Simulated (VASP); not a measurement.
Wanted: the native input for a VASP 6.6.1 run.

| Property | Result |
| --- | --- |
| Task | relaxation of the atoms |
| Functional | LDA |
| Potentials or basis | VASP PAW LDA potentials, release 64 (Ta_pv, S) |
| Cutoff | 520 eV |
| k mesh | 6 × 6 × 1 |
| Occupations | gaussian, width 0.1 eV |
| Spin | no spin polarisation |
| Dipole correction | yes |
| Atoms held fixed (from 0) | [0, 1, 2, 3, 4, 5] |
| Further INCAR settings | ALGO = Fast; EDIFF = 1e-06; IBRION = 2; EDIFFG = -0.025; NSW = 36 |
| Atoms held along some axes (from 0) | atom 6 along a and b |

The structure of Ta6S lies in POSCAR:

```
Ta6S
1.0
    4.6002247492      0.0000000000      0.0000000000
   -2.3001123746      3.9839114959      0.0000000000
    0.0000000000      0.0000000000     19.9017722044
Ta S
6 1
Selective dynamics
Direct
    0.6666666667      0.3333333333      0.2009871261  F F F
    0.3333333333      0.6666666667      0.2481697054  F F F
    0.0000000000      0.0000000000      0.2953522847  F F F
    0.6666666667      0.3333333333      0.3395777425  F F F
    0.3333333333      0.6666666667      0.3810648003  F F F
    0.0000000000      0.0000000000      0.4221620124  F F F
    0.4444444444      0.2222222222      0.5035617985  F F T
```

These files were run (other wordings do the same):

INCAR

```
PREC     = Accurate       # precision mode
ENCUT    = 520            # plane-wave cutoff, eV
EDIFF    = 1E-6           # SCF threshold, eV
ISMEAR   = 0              # smearing method
SIGMA    = 0.1            # smearing width, eV
LREAL    = F              # projectors in reciprocal space
LASPH    = T              # aspherical terms in the spheres
NELM     = 60             # most SCF steps
ALGO     = Fast           # electronic algorithm
ISIF     = 2              # what is computed and relaxed
LWAVE    = F              # write WAVECAR
LCHARG   = F              # write CHGCAR
LDIPOL   = T            
IDIPOL   = 3            
DIPOL    = 0.5 0.5 0.342
IBRION   = 2              # ionic algorithm
NSW      = 36             # ionic steps
EDIFFG   = -0.025         # ionic threshold
KPAR     = 4
```

KPOINTS

```
regular mesh
0
Gamma
  6 6 1
```

Potentials or basis: VASP PAW LDA potentials, release 64 (Ta_pv, S).

The run is started by

```sh
$ cat potpaw_LDA.64/Ta_pv/POTCAR potpaw_LDA.64/S/POTCAR > POTCAR
$ mpirun -np 4 vasp_std > vasp.out
```

It gave:

| Item | Value |
| --- | --- |
| Energy gained by relaxing | 66.4 meV/atom |
| Ionic steps | 3 |
| Band gap on the k mesh | zero (bands 36 and 37 overlap by 0.11 eV) |

Caveat: spin-orbit coupling is left out, which moves the levels of the heavy elements.

Run time: 9.4 min on 4 MPI ranks on Oxide Virtual Turin-like Processor, on a shared host, peak memory 0.43 GiB a rank.
